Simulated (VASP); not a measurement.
Write the native input for VASP 6.6.1 that does the following.

```
Task                   : single point
Functional             : LDA
Potentials or basis    : VASP PAW LDA potentials, release 64 (V_sv)
Cutoff                 : 500 eV
k mesh                 : 15 × 15 × 8
Occupations            : fermi-dirac, width 0.15 eV
Spin                   : no spin polarisation
Dipole correction      : no
Further INCAR settings : ALGO = Normal; EDIFF = 1e-06; NBANDS = 20
```

The structure of V lies in POSCAR:

```
V
1.0
    2.5431190214      0.0000000000      0.0000000000
   -1.2715595107      2.2024056774      0.0000000000
    0.0000000000      0.0000000000      4.6206406850
V
2
Direct
    0.3333333333      0.6666666667      0.2500000000
    0.6666666667      0.3333333333      0.7500000000
```

This isn't the form of V at room conditions, which is bcc.

The input as run:

INCAR

```
  PREC = Accurate
  ENCUT = 500
  EDIFF = 1E-6
  ISMEAR = -1
  SIGMA = 0.15
  LREAL = F
  LASPH = T
  NELM = 120
  ALGO = Normal
  ISIF = 2
  LWAVE = F
  LCHARG = T
  LELF = T
  LVHAR = T
  NBANDS = 20
  GGA_COMPAT = F
```

KPOINTS

```
regular mesh
0
Gamma
  15 15 8
```

Potentials or basis: VASP PAW LDA potentials, release 64 (V_sv).

The run is started by

```console
$ cat potpaw_LDA.64/V_sv/POTCAR > POTCAR
$ mpirun -np 1 vasp_std > vasp.out
```

Results of the run:

```
Pressure               : 0.4 GPa
Band gap on the k mesh : zero (bands 13 and 14 overlap by 2.32 eV)
```

Wall time 78 s on 1 thread of Intel Xeon 8259CL, with other jobs on the host, peak memory 0.17 GiB.
